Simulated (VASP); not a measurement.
# Hf (P6_3/mmc) in VASP: further runs

Runs on Hf. Level: LDA. Tasks: single point.

Everything below comes from runs of VASP 6.6.1. Logs are shortened: lines on timing, memory, paths and dates and some standing lists are left out, and cuts for length are marked.

## Step 1: The cell of the first run

It takes space group P6_3/mmc (No. 194, hexagonal). The conventional cell has a = 2.976 Å, b = 2.976 Å, c = 4.778 Å, α = 90.00°, β = 90.00°, γ = 120.00°. Within 3.9 Å of Hf (site symmetry -6m2) lie 12 Hf at 2.94 to 2.98 Å.

## Step 2: Single point, LDA

Contents of INCAR:

```
  PREC = Accurate
  ENCUT = 520
  EDIFF = 1E-6
  ISMEAR = -1
  SIGMA = 0.08
  LREAL = F
  LASPH = T
  NELM = 80
  ALGO = Normal
  ISIF = 2
  LWAVE = F
  LCHARG = F
  GGA = CA
  NBANDS = 17
```

Contents of KPOINTS:

```
Automatic mesh
0
Gamma
  15 15 8
```

Contents of POSCAR:

```
Hf
1.0
    2.9764222139      0.0000000000      0.0000000000
   -1.4882111070      2.5776572496      0.0000000000
    0.0000000000      0.0000000000      4.7782143529
Hf
2
Direct
    0.3333333333      0.6666666667      0.2500000000
    0.6666666667      0.3333333333      0.7500000000
```

Potentials or basis: VASP PAW LDA potentials, release 64 (Hf_pv).

On the command line:

```sh
$ cat potpaw_LDA.64/Hf_pv/POTCAR > POTCAR
$ mpirun -np 1 vasp_std > vasp.out
```

OUTCAR:

```text
PREC = Accurate
   ENCUT = 520
   EDIFF = 1E-6
   ISMEAR = -1
   LREAL = F
   LASPH = T
   NELM = 80
   ISIF = 2
   GGA = CA

 ion  position               nearest neighbor table
   1  0.333  0.667  0.250-   2 2.94   2 2.94   2 2.94   2 2.94   2 2.94   2 2.94
   2  0.667  0.333  0.750-   1 2.94   1 2.94   1 2.94   1 2.94   1 2.94   1 2.94

  LATTYP: Found a hexagonal cell.
 ALAT       =     2.9764222139
 C/A-ratio  =     1.6053550234

  Lattice vectors:

 A1 = (   2.9764222139,   0.0000000000,   0.0000000000)
 A2 = (  -1.4882111070,   2.5776572496,   0.0000000000)
 A3 = (   0.0000000000,   0.0000000000,   4.7782143529)

Analysis of symmetry for initial positions (statically):
=====================================================================
 Subroutine PRICEL returns:
 Original cell was already a primitive cell.

 Routine SETGRP: Setting up the symmetry group for a
 hexagonal supercell.

 Subroutine GETGRP returns: Found 24 space group operations
 (whereof 12 operations were pure point group operations)
 out of a pool of 24 trial point group operations.

The static configuration has the point symmetry D_3d.
 The point group associated with its full space group is D_6h.

Analysis of symmetry for dynamics (positions and initial velocities):
=====================================================================
 Subroutine PRICEL returns:
 Original cell was already a primitive cell.

 Routine SETGRP: Setting up the symmetry group for a
 hexagonal supercell.

 Subroutine GETGRP returns: Found 24 space group operations
 (whereof 12 operations were pure point group operations)
 out of a pool of 24 trial point group operations.

The dynamic configuration has the point symmetry D_3d.
 The point group associated with its full space group is D_6h.

 Subroutine INISYM returns: Found 24 space group operations
 (whereof 12 operations are pure point group operations),
 and found     1 'primitive' translations

----------------------------------------------------------------------------------------

                                     Primitive cell

  volume of cell :      36.6594

  direct lattice vectors                    reciprocal lattice vectors
     2.976422214  0.000000000  0.000000000     0.335973840  0.193974587  0.000000000
    -1.488211107  2.577657250  0.000000000     0.000000000  0.387949174  0.000000000
     0.000000000  0.000000000  4.778214353     0.000000000  0.000000000  0.209283202

  length of vectors
     2.976422214  2.976422214  4.778214353     0.387949174  0.387949174  0.209283202

  position of ions in fractional coordinates (direct lattice)
     0.333333333  0.666666667  0.250000000
     0.666666667  0.333333333  0.750000000

  ion indices of the primitive-cell ions
   primitive index   ion index
                 1           1
                 2           2

----------------------------------------------------------------------------------------

 KPOINTS: Automatic mesh

Automatic generation of k-mesh.
 Grid dimensions read from file:
 generate k-points for:   15   15    8

 Generating k-lattice:

  Cartesian coordinates                     Fractional coordinates (reciprocal lattice)
     0.022398256  0.012931639  0.000000000     0.066666667  0.000000000  0.000000000
     0.000000000  0.025863278  0.000000000     0.000000000  0.066666667  0.000000000
     0.000000000  0.000000000  0.026160400     0.000000000  0.000000000  0.125000000

  Length of vectors
     0.025863278  0.025863278  0.026160400

  Shift w.r.t. Gamma in fractional coordinates (k-lattice)
     0.000000000  0.000000000  0.000000000

 Subroutine IBZKPT returns following result:
 ===========================================

 Found    135 irreducible k-points:

 Following reciprocal coordinates:
            Coordinates               Weight
  0.000000  0.000000  0.000000      1.000000
  0.066667  0.000000  0.000000      6.000000
  0.133333  0.000000  0.000000      6.000000
  0.200000  0.000000  0.000000      6.000000
  0.266667  0.000000  0.000000      6.000000
  0.333333  0.000000  0.000000      6.000000
[... 16 lines left out ...]
  0.333333  0.200000  0.000000     12.000000
  0.400000  0.200000  0.000000      6.000000
 [... further k-points ...]
   k-points           NKPTS =    135   k-points in BZ     NKDIM =    135   number of bands    NBANDS=     17
   number of dos      NEDOS =    301   number of ions     NIONS =      2
   total plane-waves  NPLWV =  20736
   dimension x,y,z NGX =    24 NGY =   24 NGZ =   36
   dimension x,y,z NGXF=    48 NGYF=   48 NGZF=   72
   ions per type =               2
   NGX,Y,Z   is equivalent  to a cutoff of  13.41, 13.41, 12.53 a.u.
   NGXF,Y,Z  is equivalent  to a cutoff of  26.81, 26.81, 25.05 a.u.
 SYSTEM =  unknown system
   PREC   = accura    normal or accurate (medium, high low for compatibility)
   ISTART =      0    job   : 0-new  1-cont  2-samecut
   ICHARG =      2    charge: 1-file 2-atom 10-const
   ISPIN  =      1    spin polarized calculation?
   LNONCOLLINEAR =      F non collinear calculations
   LSORBIT =      F    spin-orbit coupling
   LASPH  =      T    aspherical Exc in radial PAW
   ENCUT  =  520.0 eV  38.22 Ry    6.18 a.u.   5.53  5.53  8.88*2*pi/ulx,y,z
   NELM   =     80;   NELMIN=  2; NELMDL= -5     # of ELM steps
   EDIFF  = 0.1E-05   stopping-criterion for ELM
   LREAL  =      F    real-space projection
   EDIFFG = 0.1E-04   stopping-criterion for IOM
   NSW    =      0    number of steps for IOM
   IBRION =     -1    ionic relax: 0-MD 1-quasi-New 2-CG
   NFREE  =      0    steps in history (QN), initial steepest desc. (CG)
   ISIF   =      2    stress and relaxation
   ISYM   =      2    0-nonsym 1-usesym 2-fastsym
   POTIM  = 0.5000    time-step for ionic-motion
   TEBEG  =    0.0;   TEEND  =   0.0 temperature during run
   PSTRESS=    0.0 pullay stress
   NELECT =      20.0000    total number of electrons
   NUPDOWN=      -1.0000    fix difference up-down
   EMIN   =  10.00;   EMAX   =-10.00  energy-range for DOS
   EFERMI =   0.00;   METHOD = LEGACY
   ISMEAR =    -1;   SIGMA  =   0.08  broadening in eV -4-tet -1-fermi 0-gaus
   EFERMI_NEDOS =   21; number of points for ismear=-14 and -15
   IALGO  =     38    algorithm
   IMIX   =      4    mixing-type and parameters
     AMIX     =   0.40;   BMIX     =  1.00
     AMIX_MAG =   1.60;   BMIX_MAG =  1.00
  volume/ion in A,a.u.               =      18.33       123.69
  Fermi-wavevector in a.u.,A,eV,Ry     =   1.337693  2.527873 24.346564  1.789422
  Thomas-Fermi vector in A             =   2.466222
   LORBIT       =      0    0 simple, 1 ext, 2 COOP (PROOUT), +10 PAW based schemes
   GGA     = CA    functional components
   LHFCALC =     F    Hartree Fock is set to
   AEXX    =    0.0000 exact exchange contribution
   IVDW    =     0    specifies the selected vdW correction
   LEPSILON=     F    determine dielectric tensor
   LRPA    =     F    only Hartree local field effects (RPA)
 non-spin polarized calculation
  energy-cutoff  :      520.00
  volume of cell :       36.66
 maximum number of plane-waves:      1014
 NGX is ok and might be reduce to    24
   NGX = 11   NGY = 11   NGZ = 17

 number of electron      19.9999996 magnetization

 Free energy of the ion-electron system (eV)
  ---------------------------------------------------
  ext. energy  EPLUGINS =         0.00000000
  ---------------------------------------------------
  free energy    TOTEN  =       -21.13163184 eV

  energy without entropy =      -21.09704572  energy(sigma->0) =      -21.11433878

 E-fermi :   6.3008     XC(G=0): -12.4093

 val. band max:        6.2855593135   @ k =   0.4000   0.2000   0.2500
 cond. band min:       6.3055343728   @ k =   0.1333   0.0000   0.0000
 fundamental gap:      0.0199750594
 Fermi energy:         6.3007921703

 k-point     1 :       0.0000    0.0000    0.0000
  band No.  band energies     occupation
      1     -24.6571      2.00000
      2     -23.2447      2.00000
      3     -23.2447      2.00000
      4     -23.0271      2.00000
      5     -23.0237      2.00000
      6     -23.0237      2.00000
[... 9 lines left out ...]
     16       9.4009      0.00000
     17      12.7054      0.00000

 k-point     2 :       0.0667    0.0000    0.0000
  band No.  band energies     occupation
      1     -24.6351      2.00000
      2     -23.2974      2.00000
      3     -23.2616      2.00000
      4     -23.0793      2.00000
      5     -23.0363      2.00000
      6     -23.0304      2.00000
[... 9 lines left out ...]
     16       9.2272      0.00000
     17      12.8578      0.00000

 k-point     3 :       0.1333    0.0000    0.0000
  band No.  band energies     occupation
      1     -24.5709      2.00000
      2     -23.4458      2.00000
      3     -23.3080      2.00000
      4     -23.2324      2.00000
      5     -23.0640      2.00000
      6     -23.0504      2.00000
[... 9 lines left out ...]
     16       9.0820      0.00000
     17      13.1931      0.00000

 k-point     4 :       0.2000    0.0000    0.0000
  band No.  band energies     occupation
      1     -24.4700      2.00000
      2     -23.6626      2.00000
      3     -23.4472      2.00000
      4     -23.3734      2.00000
      5     -23.1109      2.00000
      6     -23.0819      2.00000
[... 9 lines left out ...]
     16       9.8334      0.00000
     17      13.5544      0.00000
[... 343 lines left out ...]
      1     -24.1676      2.00000
      2     -24.0321      2.00000
      3     -24.0257      2.00000
      4     -23.6563      2.00000
      5     -23.4018      2.00000
      6     -23.3726      2.00000
[... 9 lines left out ...]
     16      13.4230      0.00000
     17      14.2644      0.00000

 k-point    23 :       0.3333    0.2000    0.0000
  band No.  band energies     occupation
      1     -24.2670      2.00000
      2     -24.0410      2.00000
      3     -23.9019      2.00000
      4     -23.7654      2.00000
      5     -23.4658      2.00000
      6     -23.4572      2.00000
[... 9 lines left out ...]
     16      13.3814      0.00000
     17      15.0753      0.00000

 k-point    24 :       0.4000    0.2000    0.0000
  band No.  band energies     occupation
      1     -24.3015      2.00000
      2     -24.0339      2.00000
      3     -23.8415      2.00000
      4     -23.8150      2.00000
      5     -23.5153      2.00000
      6     -23.4761      2.00000
[... 9 lines left out ...]
     16      13.3656      0.00000
     17      14.5342      0.00000

 [... further k-points ...]

------------------------ aborting loop because EDIFF is reached ----------------------------------------

  FORCE on cell =-STRESS in cart. coord.  units (eV):
  Direction    XX          YY          ZZ          XY          YZ          ZX
  --------------------------------------------------------------------------------------
  -------------------------------------------------------------------------------------
  Total        4.3900675      4.3900675      4.3851123     -0.0000000      0.0000000      0.0000000
  in kB      191.8653024    191.8653024    191.6487380     -0.0000000      0.0000000      0.0000000
  external PRESSURE =     191.7931142 kB  Pullay stress =       0.0000000 kB

 VOLUME and BASIS-vectors are now :
 -----------------------------------------------------------------------------
  energy-cutoff  :      520.00
  volume of cell :       36.66
      direct lattice vectors                 reciprocal lattice vectors
     2.976422214  0.000000000  0.000000000     0.335973840  0.193974587  0.000000000
    -1.488211107  2.577657250  0.000000000     0.000000000  0.387949174  0.000000000
     0.000000000  0.000000000  4.778214353     0.000000000  0.000000000  0.209283202

 POSITION                                       TOTAL-FORCE (eV/Angst)
 -----------------------------------------------------------------------------------
     -0.00000      1.71844      1.19455        -0.000000      0.000000      0.000000
      1.48821      0.85922      3.58366         0.000000      0.000000      0.000000
 -----------------------------------------------------------------------------------
    total drift:                                0.000000     -0.000000      0.000000

  FREE ENERGIE OF THE ION-ELECTRON SYSTEM (eV)
  ---------------------------------------------------
  free  energy   TOTEN  =       -21.1316318409 eV

  energy  without entropy=      -21.0970457203  energy(sigma->0) =      -21.11433878
```

Run time: 67 s. Hardware: 1 thread of Intel Xeon 8259CL, shared host; peak memory 0.19 GiB.

Results:

- Free energy: -21.1316 eV
- Pressure: 19.2 GPa
- Band gap on the k mesh: zero (bands 10 and 11 overlap by 1.66 eV)

Caveat: the cell stands under pressure; spin-orbit coupling is left out, which moves the levels of the heavy elements.

## Step 3: Single point, LDA (18.33 Å³/atom)

Contents of INCAR:

```
ALGO = Normal
EDIFF = 1E-6
ENCUT = 520
ISIF = 2
ISMEAR = -1
LASPH = True
LCHARG = False
LREAL = False
LWAVE = False
NBANDS = 17
NELM = 60
PREC = Accurate
SIGMA = 0.08
```

Contents of KPOINTS:

```
k-points
0
Gamma
  15 15 8
```

POSCAR is that of step 2.

Potentials or basis: VASP PAW LDA potentials, release 64 (Hf_pv).

On the command line:

```sh
$ cat potpaw_LDA.64/Hf_pv/POTCAR > POTCAR
$ mpirun -np 1 vasp_std > vasp.out
```

Run time: 69 s. Hardware: 1 thread of Intel Xeon 8259CL, shared host; peak memory 0.19 GiB.

The run converged. Its results:

```yaml
Free_energy: -21.1316 eV
Pressure: 19.2 GPa
Band_gap_on_the_k_mesh: zero (bands 10 and 11 overlap by 1.66 eV)
```

Levels at points of the mesh, in eV from the Fermi level:
| k point | band 7 | band 8 | band 9 | band 10 | band 11 | band 12 | band 13 | band 14 |
| --- | --- | --- | --- | --- | --- | --- | --- | --- |
| (0.00, 0.00, 0.00) | -7.94 | -4.40 | 1.15 | 1.15 | 1.30 | 1.59 | 2.16 | 2.16 |
| (0.00, 0.00, 0.50) | -5.62 | -5.62 | 0.01 | 0.01 | 1.05 | 1.05 | 1.05 | 1.05 |

Caveat: the cell stands under pressure; spin-orbit coupling is left out, which moves the levels of the heavy elements.
